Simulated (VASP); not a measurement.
# PbSe (Fm-3m) in VASP: single point with PBE

Aim: the single point of PbSe with PBE.

All numbers are computed with VASP 6.6.1; they aren't measurements. Logs are shortened: lines on timing, memory, paths and dates and some standing lists are left out, and cuts for length are marked.

## Step 1: The cell of the first run

The structure is cubic, space group Fm-3m (No. 225). Conventional cell: a = 6.182 Å, b = 6.182 Å, c = 6.182 Å, α = 90.00°, β = 90.00°, γ = 90.00°. Pb (site symmetry m-3m) has 6 Se at 3.09 Å within 4.1 Å. Within 4.1 Å of Se (site symmetry m-3m) lie 6 Pb at 3.09 Å.

## Step 2: Single point, PBE

INCAR reads:

```
SYSTEM = PbSe
PREC     = Accurate       ! precision mode
ENCUT    = 500            ! plane-wave cutoff, eV
EDIFF    = 1E-6           ! SCF threshold, eV
ISMEAR   = 0              ! smearing method
SIGMA    = 0.1            ! smearing width, eV
LREAL    = .False.        ! projectors in reciprocal space
LASPH    = .True.         ! aspherical terms in the spheres
NELM     = 120            ! most SCF steps
ALGO     = Normal         ! electronic algorithm
ISIF     = 2              ! what is computed and relaxed
LWAVE    = .False.        ! write WAVECAR
LCHARG   = .False.        ! write CHGCAR
GGA      = PE             ! functional
NBANDS   = 17             ! bands
GGA_COMPAT= .False.
```

KPOINTS reads:

```
regular mesh
0
Gamma
  6 6 6
  0 0 0
```

POSCAR reads:

```
PbSe
1.0
    0.0000000000      3.0908236500      3.0908236500
    3.0908236500      0.0000000000      3.0908236500
    3.0908236500      3.0908236500      0.0000000000
Pb Se
1 1
Direct
    0.0000000000      0.0000000000      0.0000000000
    0.5000000000      0.5000000000      0.5000000000
```

Potentials or basis: VASP PAW PBE potentials, release 64 (Pb_d, Se).

On the command line:

```sh
$ cat potpaw_PBE.64/Pb_d/POTCAR potpaw_PBE.64/Se/POTCAR > POTCAR
$ mpirun -np 1 vasp_std > vasp.out
```

OUTCAR:

```text
SYSTEM = PbSe
   PREC = Accurate
   ENCUT = 500
   EDIFF = 1E-6
   ISMEAR = 0
   LREAL = .False.
   LASPH = .True.
   NELM = 120
   ISIF = 2
   GGA = PE

 ion  position               nearest neighbor table
   1  0.000  0.000  0.000-   2 3.09   2 3.09   2 3.09   2 3.09   2 3.09   2 3.09
   2  0.500  0.500  0.500-   1 3.09   1 3.09   1 3.09   1 3.09   1 3.09   1 3.09

  LATTYP: Found a face centered cubic cell.
 ALAT       =     6.1816473000

  Lattice vectors:

 A1 = (   0.0000000000,   3.0908236500,   3.0908236500)
 A2 = (   3.0908236500,   0.0000000000,   3.0908236500)
 A3 = (   3.0908236500,   3.0908236500,   0.0000000000)

Analysis of symmetry for initial positions (statically):
=====================================================================
 Subroutine PRICEL returns:
 Original cell was already a primitive cell.

 Routine SETGRP: Setting up the symmetry group for a
 face centered cubic supercell.

 Subroutine GETGRP returns: Found 48 space group operations
 (whereof 48 operations were pure point group operations)
 out of a pool of 48 trial point group operations.

The static configuration has the point symmetry O_h .

Analysis of symmetry for dynamics (positions and initial velocities):
=====================================================================
 Subroutine PRICEL returns:
 Original cell was already a primitive cell.

 Routine SETGRP: Setting up the symmetry group for a
 face centered cubic supercell.

 Subroutine GETGRP returns: Found 48 space group operations
 (whereof 48 operations were pure point group operations)
 out of a pool of 48 trial point group operations.

The dynamic configuration has the point symmetry O_h .

 Subroutine INISYM returns: Found 48 space group operations
 (whereof 48 operations are pure point group operations),
 and found     1 'primitive' translations

----------------------------------------------------------------------------------------

                                     Primitive cell

  volume of cell :      59.0545

  direct lattice vectors                    reciprocal lattice vectors
     0.000000000  3.090823650  3.090823650    -0.161769178  0.161769178  0.161769178
     3.090823650  0.000000000  3.090823650     0.161769178 -0.161769178  0.161769178
     3.090823650  3.090823650  0.000000000     0.161769178  0.161769178 -0.161769178

  length of vectors
     4.371084725  4.371084725  4.371084725     0.280192435  0.280192435  0.280192435

  position of ions in fractional coordinates (direct lattice)
     0.000000000  0.000000000  0.000000000
     0.500000000  0.500000000  0.500000000

  ion indices of the primitive-cell ions
   primitive index   ion index
                 1           1
                 2           2

----------------------------------------------------------------------------------------

 KPOINTS: regular mesh

Automatic generation of k-mesh.
 Grid dimensions read from file:
 generate k-points for:    6    6    6

 Generating k-lattice:

  Cartesian coordinates                     Fractional coordinates (reciprocal lattice)
    -0.026961530  0.026961530  0.026961530     0.166666667  0.000000000  0.000000000
     0.026961530 -0.026961530  0.026961530     0.000000000  0.166666667  0.000000000
     0.026961530  0.026961530 -0.026961530     0.000000000  0.000000000  0.166666667

  Length of vectors
     0.046698739  0.046698739  0.046698739

  Shift w.r.t. Gamma in fractional coordinates (k-lattice)
     0.000000000  0.000000000  0.000000000

 Subroutine IBZKPT returns following result:
 ===========================================

 Found     16 irreducible k-points:

 Following reciprocal coordinates:
            Coordinates               Weight
  0.000000  0.000000  0.000000      1.000000
  0.166667  0.000000  0.000000      8.000000
  0.333333  0.000000  0.000000      8.000000
  0.500000  0.000000  0.000000      4.000000
  0.166667  0.166667  0.000000      6.000000
  0.333333  0.166667  0.000000     24.000000
[... 8 lines left out ...]
 -0.333333  0.333333  0.166667     24.000000
 -0.333333  0.500000  0.166667     12.000000
   k-points           NKPTS =     16   k-points in BZ     NKDIM =     16   number of bands    NBANDS=     17
   number of dos      NEDOS =    301   number of ions     NIONS =      2
   total plane-waves  NPLWV =  32768
   dimension x,y,z NGX =    32 NGY =   32 NGZ =   32
   dimension x,y,z NGXF=    64 NGYF=   64 NGZF=   64
   ions per type =               1   1
   NGX,Y,Z   is equivalent  to a cutoff of  12.17, 12.17, 12.17 a.u.
   NGXF,Y,Z  is equivalent  to a cutoff of  24.34, 24.34, 24.34 a.u.
 SYSTEM =  PbSe
   PREC   = accura    normal or accurate (medium, high low for compatibility)
   ISTART =      0    job   : 0-new  1-cont  2-samecut
   ICHARG =      2    charge: 1-file 2-atom 10-const
   ISPIN  =      1    spin polarized calculation?
   LNONCOLLINEAR =      F non collinear calculations
   LSORBIT =      F    spin-orbit coupling
   LASPH  =      T    aspherical Exc in radial PAW
   ENCUT  =  500.0 eV  36.75 Ry    6.06 a.u.   7.97  7.97  7.97*2*pi/ulx,y,z
   NELM   =    120;   NELMIN=  2; NELMDL= -5     # of ELM steps
   EDIFF  = 0.1E-05   stopping-criterion for ELM
   LREAL  =      F    real-space projection
   EDIFFG = 0.1E-04   stopping-criterion for IOM
   NSW    =      0    number of steps for IOM
   IBRION =     -1    ionic relax: 0-MD 1-quasi-New 2-CG
   NFREE  =      0    steps in history (QN), initial steepest desc. (CG)
   ISIF   =      2    stress and relaxation
   ISYM   =      2    0-nonsym 1-usesym 2-fastsym
   POTIM  = 0.5000    time-step for ionic-motion
   TEBEG  =    0.0;   TEEND  =   0.0 temperature during run
   PSTRESS=    0.0 pullay stress
   NELECT =      20.0000    total number of electrons
   NUPDOWN=      -1.0000    fix difference up-down
   EMIN   =  10.00;   EMAX   =-10.00  energy-range for DOS
   EFERMI =   0.00;   METHOD = LEGACY
   ISMEAR =     0;   SIGMA  =   0.10  broadening in eV -4-tet -1-fermi 0-gaus
   EFERMI_NEDOS =   21; number of points for ismear=-14 and -15
   IALGO  =     38    algorithm
   IMIX   =      4    mixing-type and parameters
     AMIX     =   0.40;   BMIX     =  1.00
     AMIX_MAG =   1.60;   BMIX_MAG =  1.00
  volume/ion in A,a.u.               =      29.53       199.26
  Fermi-wavevector in a.u.,A,eV,Ry     =   1.141127  2.156417 17.717106  1.302171
  Thomas-Fermi vector in A             =   2.277828
   LORBIT       =      0    0 simple, 1 ext, 2 COOP (PROOUT), +10 PAW based schemes
   GGA     = PE    functional components
   LHFCALC =     F    Hartree Fock is set to
   AEXX    =    0.0000 exact exchange contribution
   IVDW    =     0    specifies the selected vdW correction
   LEPSILON=     F    determine dielectric tensor
   LRPA    =     F    only Hartree local field effects (RPA)
 non-spin polarized calculation
 Gauss-broadening in eV      SIGMA  =   0.10
  energy-cutoff  :      500.00
  volume of cell :       59.05
 maximum number of plane-waves:      1524
   NGX = 15   NGY = 15   NGZ = 15

 number of electron      19.9999993 magnetization

 Free energy of the ion-electron system (eV)
  ---------------------------------------------------
  ext. energy  EPLUGINS =         0.00000000
  ---------------------------------------------------
  free energy    TOTEN  =        -8.19846735 eV

  energy without entropy =       -8.19841781  energy(sigma->0) =       -8.19844258

 E-fermi :   4.8784     XC(G=0):  -9.3960

 val. band max:        4.6849126613   @ k =   0.5000   0.0000   0.0000
 cond. band min:       5.0717980681   @ k =   0.5000   0.0000   0.0000
 fundamental gap:      0.3868854068
 Fermi energy:         4.8783553705

 k-point     1 :       0.0000    0.0000    0.0000
  band No.  band energies     occupation
      1     -12.0815      2.00000
      2     -12.0815      2.00000
      3     -12.0815      2.00000
      4     -12.0762      2.00000
      5     -12.0762      2.00000
      6      -8.6421      2.00000
[... 9 lines left out ...]
     16      11.2881      0.00000
     17      12.9403      0.00000

 k-point     2 :       0.1667    0.0000    0.0000
  band No.  band energies     occupation
      1     -12.0829      2.00000
      2     -12.0829      2.00000
      3     -12.0806      2.00000
      4     -12.0729      2.00000
      5     -12.0729      2.00000
      6      -8.4461      2.00000
[... 9 lines left out ...]
     16      11.8512      0.00000
     17      14.5166      0.00000

 k-point     3 :       0.3333    0.0000    0.0000
  band No.  band energies     occupation
      1     -12.0931      2.00000
      2     -12.0931      2.00000
      3     -12.0791      2.00000
      4     -12.0586      2.00000
      5     -12.0586      2.00000
      6      -7.9639      2.00000
[... 9 lines left out ...]
     16      13.2805      0.00000
     17      16.3713      0.00000

 k-point     4 :       0.5000    0.0000    0.0000
  band No.  band energies     occupation
      1     -12.0984      2.00000
      2     -12.0984      2.00000
      3     -12.0784      2.00000
      4     -12.0513      2.00000
      5     -12.0513      2.00000
      6      -7.6452      2.00000
[... 9 lines left out ...]
     16      14.8799      0.00000
     17      14.8799      0.00000

 k-point     5 :       0.1667    0.1667    0.0000
  band No.  band energies     occupation
      1     -12.0928      2.00000
      2     -12.0855      2.00000
      3     -12.0721      2.00000
      4     -12.0721      2.00000
      5     -12.0720      2.00000
      6      -8.3770      2.00000
[... 9 lines left out ...]
     16      12.8450      0.00000
     17      13.5634      0.00000

 k-point     6 :       0.3333    0.1667    0.0000
  band No.  band energies     occupation
      1     -12.1109      2.00000
      2     -12.0843      2.00000
      3     -12.0786      2.00000
      4     -12.0634      2.00000
      5     -12.0564      2.00000
      6      -7.9806      2.00000
[... 9 lines left out ...]
     16      14.1614      0.00000
     17      15.4692      0.00000

 k-point     7 :       0.5000    0.1667    0.0000
  band No.  band energies     occupation
      1     -12.1172      2.00000
      2     -12.0878      2.00000
      3     -12.0764      2.00000
      4     -12.0592      2.00000
      5     -12.0498      2.00000
      6      -7.5712      2.00000
[... 9 lines left out ...]
     16      15.1108      0.00000
     17      15.4128      0.00000

 k-point     8 :      -0.3333    0.1667    0.0000
  band No.  band energies     occupation
      1     -12.1065      2.00000
      2     -12.0915      2.00000
      3     -12.0742      2.00000
      4     -12.0585      2.00000
      5     -12.0579      2.00000
      6      -7.6801      2.00000
[... 9 lines left out ...]
     16      14.3701      0.00000
     17      15.6981      0.00000
[... 43 lines left out ...]
      1     -12.1617      2.00000
      2     -12.0897      2.00000
      3     -12.0678      2.00000
      4     -12.0494      2.00000
      5     -12.0456      2.00000
      6      -7.4082      2.00000
[... 9 lines left out ...]
     16      15.8915      0.00000
     17      16.5268      0.00000

 k-point    12 :      -0.3333    0.3333    0.0000
  band No.  band energies     occupation
      1     -12.1400      2.00000
      2     -12.0792      2.00000
      3     -12.0747      2.00000
      4     -12.0594      2.00000
      5     -12.0511      2.00000
      6      -7.3819      2.00000
[... 9 lines left out ...]
     16      14.1175      0.00000
     17      16.1532      0.00000

 k-point    13 :       0.5000    0.5000    0.0000
  band No.  band energies     occupation
      1     -12.1849      2.00000
      2     -12.0974      2.00000
      3     -12.0594      2.00000
      4     -12.0419      2.00000
      5     -12.0419      2.00000
      6      -7.3178      2.00000
[... 9 lines left out ...]
     16      16.1362      0.00000
     17      17.3179      0.00000

 k-point    14 :       0.5000    0.3333    0.1667
  band No.  band energies     occupation
      1     -12.1315      2.00000
      2     -12.0817      2.00000
      3     -12.0791      2.00000
      4     -12.0561      2.00000
      5     -12.0526      2.00000
      6      -7.6027      2.00000
[... 9 lines left out ...]
     16      14.9395      0.00000
     17      15.2321      0.00000

 k-point    15 :      -0.3333    0.3333    0.1667
  band No.  band energies     occupation
      1     -12.1391      2.00000
      2     -12.0822      2.00000
      3     -12.0694      2.00000
      4     -12.0669      2.00000
      5     -12.0468      2.00000
      6      -7.3818      2.00000
[... 9 lines left out ...]
     16      16.0688      0.00000
     17      16.0961      0.00000

 k-point    16 :      -0.3333    0.5000    0.1667
  band No.  band energies     occupation
      1     -12.1628      2.00000
      2     -12.0841      2.00000
      3     -12.0709      2.00000
      4     -12.0563      2.00000
      5     -12.0419      2.00000
      6      -7.2957      2.00000
[... 9 lines left out ...]
     16      16.2487      0.00000
     17      17.3363      0.00000

------------------------ aborting loop because EDIFF is reached ----------------------------------------

  FORCE on cell =-STRESS in cart. coord.  units (eV):
  Direction    XX          YY          ZZ          XY          YZ          ZX
  --------------------------------------------------------------------------------------
  -------------------------------------------------------------------------------------
  Total        0.2899625      0.2899625      0.2899625      0.0000000      0.0000000      0.0000000
  in kB        7.8668300      7.8668300      7.8668300      0.0000000      0.0000000      0.0000000
  external PRESSURE =       7.8668300 kB  Pullay stress =       0.0000000 kB

 VOLUME and BASIS-vectors are now :
 -----------------------------------------------------------------------------
  energy-cutoff  :      500.00
  volume of cell :       59.05
      direct lattice vectors                 reciprocal lattice vectors
     0.000000000  3.090823650  3.090823650    -0.161769178  0.161769178  0.161769178
     3.090823650  0.000000000  3.090823650     0.161769178 -0.161769178  0.161769178
     3.090823650  3.090823650  0.000000000     0.161769178  0.161769178 -0.161769178

 POSITION                                       TOTAL-FORCE (eV/Angst)
 -----------------------------------------------------------------------------------
      0.00000      0.00000      0.00000        -0.000000      0.000000     -0.000000
      3.09082      3.09082      3.09082         0.000000     -0.000000      0.000000
 -----------------------------------------------------------------------------------
    total drift:                                0.000000     -0.000000     -0.000000

  FREE ENERGIE OF THE ION-ELECTRON SYSTEM (eV)
  ---------------------------------------------------
  free  energy   TOTEN  =        -8.1984673512 eV

  energy  without entropy=       -8.1984178144  energy(sigma->0) =       -8.19844258
```

Wall time 29 s (1 thread of Intel Xeon 8259CL, shared host); peak memory 0.17 GiB.

What came out:

- Free energy: -8.1985 eV
- Pressure: 0.8 GPa
- Band gap on the k mesh: 0.39 eV, direct

Levels at points of the mesh, in eV from the valence-band top:
| k point | band 7 | band 8 | band 9 | band 10 | band 11 | band 12 | band 13 | band 14 |
| --- | --- | --- | --- | --- | --- | --- | --- | --- |
| (0.00, 0.00, 0.00) | -6.33 | -1.72 | -1.72 | -1.72 | 4.67 | 4.67 | 4.67 | 6.60 |
| (0.50, 0.00, 0.00) | -8.62 | -1.34 | -1.34 | 0.00 | 0.39 | 1.78 | 1.78 | 8.54 |
| (0.50, 0.50, 0.00) | -7.31 | -4.72 | -3.03 | -3.03 | 3.84 | 5.52 | 5.52 | 5.94 |

Caveat: spin-orbit coupling is left out, which moves the levels of the heavy elements. A k mesh can miss the band edges.
